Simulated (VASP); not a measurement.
# Si (R-3m) in VASP: a series of runs

Si is run at these levels: r2SCAN; tasks: single point.

All numbers are computed with VASP 6.6.1; they aren't measurements. Logs are shortened: lines on timing, memory, paths and dates and some standing lists are left out, and cuts for length are marked.

### Step 1. The cell of the first run

Symmetry: R-3m, No. 166, trigonal system. Conventional cell: a = 4.013 Å, b = 4.013 Å, c = 8.971 Å, α = 90.00°, β = 90.00°, γ = 120.00°. Within 3.0 Å of Si (site symmetry 3m) lie 4 Si at 2.24 to 2.43 Å.

### Step 2. Single point, r2SCAN

POSCAR

```
Si
1.0
    4.0128347833      0.0000000000      0.0000000000
   -2.0064173916      3.4752168635      0.0000000000
    2.0064173916      1.1584056212      2.9904508678
Si
2
Direct
    0.0000000000      0.5000000000      0.5000000000
    0.5000000000      0.2500000000      0.2500000000
```

INCAR.step1

```
SYSTEM = Si
  ALGO = Normal
  EDIFF = 1E-4
  ENCUT = 520
  GGA = PE
  ISMEAR = 0
  ISYM = 0
  LASPH = .True.
  LCHARG = .False.
  LREAL = .False.
  LWAVE = .True.
  NBANDS = 11
  NELM = 80
  PREC = Accurate
  SIGMA = 0.02
```

INCAR.step2

```
SYSTEM = Si
  ALGO = Normal
  EDIFF = 1E-6
  ENCUT = 520
  ISIF = 2
  ISMEAR = 0
  ISTART = 1
  ISYM = 0
  LASPH = .True.
  LCHARG = .False.
  LMIXTAU = .True.
  LREAL = .False.
  LWAVE = .False.
  METAGGA = R2SCAN
  NBANDS = 11
  NELM = 80
  PREC = Accurate
  SIGMA = 0.02
```

KPOINTS

```
k-points
0
Gamma
  9 9 12
  0 0 0
```

Potentials or basis: VASP PAW PBE potentials, release 64 (Si).

Command:

```console
cat potpaw_PBE.64/Si/POTCAR > POTCAR
cp INCAR.step1 INCAR
mpirun -np 1 vasp_std > vasp.out
cp INCAR.step2 INCAR
mpirun -np 1 vasp_std > vasp.out
```

OUTCAR:

```text
SYSTEM = Si
   EDIFF = 1E-6
   ENCUT = 520
   ISIF = 2
   ISMEAR = 0
   ISTART = 1
   ISYM = 0
   LASPH = .True.
   LREAL = .False.
   METAGGA = R2SCAN
   NELM = 80
   PREC = Accurate

 ion  position               nearest neighbor table
   1  0.000  0.500  0.500-   2 2.24   2 2.43   2 2.43   2 2.43
   2  0.500  0.250  0.250-   1 2.24   1 2.43   1 2.43   1 2.43

IMPORTANT INFORMATION: All symmetrisations will be switched off!
NOSYMM: (Re-)initialisation of all symmetry stuff for point group C_1.

----------------------------------------------------------------------------------------

                                     Primitive cell

  volume of cell :      41.7032

  direct lattice vectors                    reciprocal lattice vectors
     4.012834783  0.000000000  0.000000000     0.249200392  0.143875913 -0.222931824
    -2.006417392  3.475216864  0.000000000     0.000000000  0.287751827 -0.111465912
     2.006417392  1.158405621  2.990450868     0.000000000  0.000000000  0.334397736

  length of vectors
     4.012834783  4.012834783  3.782910351     0.364005099  0.308586719  0.334397736

  position of ions in fractional coordinates (direct lattice)
     0.000000000  0.500000000  0.500000000
     0.500000000  0.250000000  0.250000000

  ion indices of the primitive-cell ions
   primitive index   ion index
                 1           1
                 2           2

----------------------------------------------------------------------------------------

 KPOINTS: k-points

Automatic generation of k-mesh.
 Grid dimensions read from file:
 generate k-points for:    9    9   12

 Generating k-lattice:

  Cartesian coordinates                     Fractional coordinates (reciprocal lattice)
     0.027688932  0.015986213 -0.024770203     0.111111111 -0.000000000  0.000000000
     0.000000000  0.031972425 -0.012385101     0.000000000  0.111111111 -0.000000000
     0.000000000  0.000000000  0.027866478     0.000000000  0.000000000  0.083333333

  Length of vectors
     0.040445011  0.034287413  0.027866478

  Shift w.r.t. Gamma in fractional coordinates (k-lattice)
     0.000000000  0.000000000  0.000000000

 -----------------------------------------------------------------------------
|                                                                             |
|           W    W    AA    RRRRR   N    N  II  N    N   GGGG   !!!           |
|           W    W   A  A   R    R  NN   N  II  NN   N  G    G  !!!           |
|           W    W  A    A  R    R  N N  N  II  N N  N  G       !!!           |
|           W WW W  AAAAAA  RRRRR   N  N N  II  N  N N  G  GGG   !            |
|           WW  WW  A    A  R   R   N   NN  II  N   NN  G    G                |
[... 74 lines left out ...]
   TEBEG  =    0.0;   TEEND  =   0.0 temperature during run
   PSTRESS=    0.0 pullay stress
   NELECT =       8.0000    total number of electrons
   NUPDOWN=      -1.0000    fix difference up-down
   EMIN   =  10.00;   EMAX   =-10.00  energy-range for DOS
   EFERMI =   0.00;   METHOD = LEGACY
   ISMEAR =     0;   SIGMA  =   0.02  broadening in eV -4-tet -1-fermi 0-gaus
   EFERMI_NEDOS =   21; number of points for ismear=-14 and -15
   IALGO  =     38    algorithm
   IMIX   =      4    mixing-type and parameters
     AMIX     =   0.40;   BMIX     =  1.00
     AMIX_MAG =   1.60;   BMIX_MAG =  1.00
  volume/ion in A,a.u.               =      20.85       140.71
  Fermi-wavevector in a.u.,A,eV,Ry     =   0.944166  1.784214 12.128897  0.891449
  Thomas-Fermi vector in A             =   2.071944
   LORBIT       =      0    0 simple, 1 ext, 2 COOP (PROOUT), +10 PAW based schemes
   METAGGA = R2SCAN    functional components
   LHFCALC =     F    Hartree Fock is set to
   AEXX    =    0.0000 exact exchange contribution
   IVDW    =     0    specifies the selected vdW correction
   LEPSILON=     F    determine dielectric tensor
   LRPA    =     F    only Hartree local field effects (RPA)
 non-spin polarized calculation
 Gauss-broadening in eV      SIGMA  =   0.02
  energy-cutoff  :      520.00
  volume of cell :       41.70
 maximum number of plane-waves:      1139
 NGX is ok and might be reduce to    30
   NGX = 15   NGY = 15   NGZ = 15

 number of electron       8.0000000 magnetization

 Free energy of the ion-electron system (eV)
  ---------------------------------------------------
  ext. energy  EPLUGINS =         0.00000000
  ---------------------------------------------------
  free energy    TOTEN  =       -17.38226614 eV

  energy without entropy =      -17.38226614  energy(sigma->0) =      -17.38226614

 E-fermi :   5.4696     XC(G=0):  -9.6922

 val. band max:        5.3619809984   @ k =   0.0000   0.0000   0.0000
 cond. band min:       6.0019223498   @ k =   0.4444   0.0000   0.0000
 fundamental gap:      0.6399413514
 Fermi energy:         5.4696088263

 k-point     1 :       0.0000    0.0000    0.0000
  band No.  band energies     occupation
      1      -6.9383      2.00000
      2       5.3070      2.00000
      3       5.3070      2.00000
      4       5.3620      2.00000
      5       7.6045      0.00000
      6       7.6045      0.00000
      7       7.8266      0.00000
      8      10.0909      0.00000
      9      13.5126      0.00000
     10      13.5126      0.00000
     11      13.9830      0.00000
[... 309 lines left out ...]
 k-point    24 :       0.0000    0.3333   -0.0000
  band No.  band energies     occupation
      1      -5.6333      2.00000
      2      -0.1650      2.00000
      3       4.4060      2.00000
      4       4.4798      2.00000
      5       7.4906      0.00000
      6       8.6090      0.00000
      7       9.7830      0.00000
      8      13.2039      0.00000
      9      13.3427      0.00000
     10      14.4170      0.00000
     11      15.4772      0.00000

 [... further k-points ...]
[... 5 lines left out ...]
  --------------------------------------------------------------------------------------
  -------------------------------------------------------------------------------------
  Total       -2.2856412     -2.2857699      2.9055548      0.0001136      0.0001173      0.0002050
  in kB      -87.8109719    -87.8159136    111.6271373      0.0043648      0.0045065      0.0078750
  external PRESSURE =     -21.3332494 kB  Pullay stress =       0.0000000 kB

 VOLUME and BASIS-vectors are now :
 -----------------------------------------------------------------------------
  energy-cutoff  :      520.00
  volume of cell :       41.70
      direct lattice vectors                 reciprocal lattice vectors
     4.012834783  0.000000000  0.000000000     0.249200392  0.143875913 -0.222931824
    -2.006417392  3.475216864  0.000000000     0.000000000  0.287751827 -0.111465912
     2.006417392  1.158405621  2.990450868     0.000000000  0.000000000  0.334397736

 POSITION                                       TOTAL-FORCE (eV/Angst)
 -----------------------------------------------------------------------------------
      0.00000      2.31681      1.49523         0.000055      0.000032     -1.168279
      2.00642      1.15841      0.74761        -0.000055     -0.000032      1.168279
 -----------------------------------------------------------------------------------
    total drift:                               -0.000000      0.000000      0.000000

  FREE ENERGIE OF THE ION-ELECTRON SYSTEM (eV)
  ---------------------------------------------------
  free  energy   TOTEN  =       -17.3822661418 eV

  energy  without entropy=      -17.3822661418  energy(sigma->0) =      -17.38226614
```

OUTCAR.step1:

```text
SYSTEM = Si
   EDIFF = 1E-4
   ENCUT = 520
   GGA = PE
   ISMEAR = 0
   ISYM = 0
[... 543 lines left out ...]
      0.00000      2.31681      1.49523         0.000038      0.000022     -1.186904
      2.00642      1.15841      0.74761        -0.000038     -0.000022      1.186904
 -----------------------------------------------------------------------------------
    total drift:                               -0.000000      0.000001     -0.000000

  FREE ENERGIE OF THE ION-ELECTRON SYSTEM (eV)
  ---------------------------------------------------
  free  energy   TOTEN  =       -10.6985357038 eV

  energy  without entropy=      -10.6985357038  energy(sigma->0) =      -10.69853570
```

Run time: 4.7 min. Hardware: 1 thread of Intel Xeon 6975P-C (Granite Rapids), shared host; peak memory 0.29 GiB.

What came out:

```
Free energy            : -17.3823 eV
Pressure               : -2.1 GPa
Largest force          : 1.168 eV/Å
Band gap on the k mesh : 0.64 eV, indirect (least direct gap 2.24 eV)
```

Forces on the atoms (eV/Å):
```
Si   0.000  0.000 -1.168
Si   0.000  0.000  1.168
```

Caveat: the PAW data sets were made with another functional, which shifts forces and pressure a little.

### Step 3. Single point, r2SCAN

This run uses another cell than the first one, of 21.57 Å³/atom, 1.035 times its volume.

POSCAR

```
Si
1.0
    4.0128347832     -0.0000000001      0.0000211780
   -2.0064173916      3.4752168635      0.0000000000
    2.0064331738      1.1584147330      3.0940337062
Si
2
Direct
    0.0043394433      0.5021697216      0.4934911619
    0.4956605567      0.2478302784      0.2565088381
```

INCAR.step1

```
SYSTEM = Si
ALGO     = Normal         ! electronic algorithm
EDIFF    = 1E-4           ! SCF threshold, eV
ENCUT    = 520            ! plane-wave cutoff, eV
GGA      = PE             ! functional
ISMEAR   = 0              ! smearing method
ISYM     = 0            
LASPH    = .TRUE.         ! aspherical terms in the spheres
LCHARG   = .FALSE.        ! write CHGCAR
LREAL    = .FALSE.        ! projectors in reciprocal space
LWAVE    = .TRUE.         ! write WAVECAR
NBANDS   = 11             ! bands
NELM     = 60             ! most SCF steps
PREC     = Accurate       ! precision mode
SIGMA    = 0.02           ! smearing width, eV
```

INCAR.step2

```
SYSTEM = Si
ALGO     = Normal         ! electronic algorithm
EDIFF    = 1E-6           ! SCF threshold, eV
ENCUT    = 520            ! plane-wave cutoff, eV
ISIF     = 2              ! what is computed and relaxed
ISMEAR   = 0              ! smearing method
ISTART   = 1            
ISYM     = 0            
LASPH    = .TRUE.         ! aspherical terms in the spheres
LCHARG   = .FALSE.        ! write CHGCAR
LMIXTAU  = .TRUE.       
LREAL    = .FALSE.        ! projectors in reciprocal space
LWAVE    = .FALSE.        ! write WAVECAR
METAGGA  = R2SCAN         ! meta-GGA
NBANDS   = 11             ! bands
NELM     = 60             ! most SCF steps
PREC     = Accurate       ! precision mode
SIGMA    = 0.02           ! smearing width, eV
```

KPOINTS

```
k-points
0
G
  9 9 12
  0 0 0
```

Potentials or basis: VASP PAW PBE potentials, release 64 (Si).

Command:

```console
cat potpaw_PBE.64/Si/POTCAR > POTCAR
cp INCAR.step1 INCAR
mpirun -np 1 vasp_std > vasp.out
cp INCAR.step2 INCAR
mpirun -np 1 vasp_std > vasp.out
```

Wall time 5 min (1 thread of Intel Xeon 6975P-C (Granite Rapids), shared host); peak memory 0.3 GiB.

Results (log left out):

* Free energy: -17.4496 eV
* Pressure: -5.8 GPa
* Largest force: 0.004 eV/Å
* Band gap on the k mesh: 0.52 eV, indirect (least direct gap 2.18 eV)

Forces on the atoms (eV/Å):
```
Si   0.000  0.000  0.004
Si   0.000  0.000 -0.004
```

Stress tensor (GPa, compression positive):
```
-8.59  0.00  0.00
 0.00 -8.59  0.00
 0.00  0.00 -0.15
```

Levels at points of the mesh, in eV from the valence-band top:
```csv
k point,band 2,band 3,band 4,band 5,band 6,band 7
"(0.00, 0.00, 0.00)",-0.38,-0.38,0.00,2.18,2.26,2.26
"(0.00, 0.00, 0.50)",-7.13,-1.75,-1.75,0.75,3.12,3.12
```

Caveat: the PAW data sets were made with another functional, which shifts forces and pressure a little. r2SCAN opens gaps a little over a GGA but as a rule still falls short of measured ones.
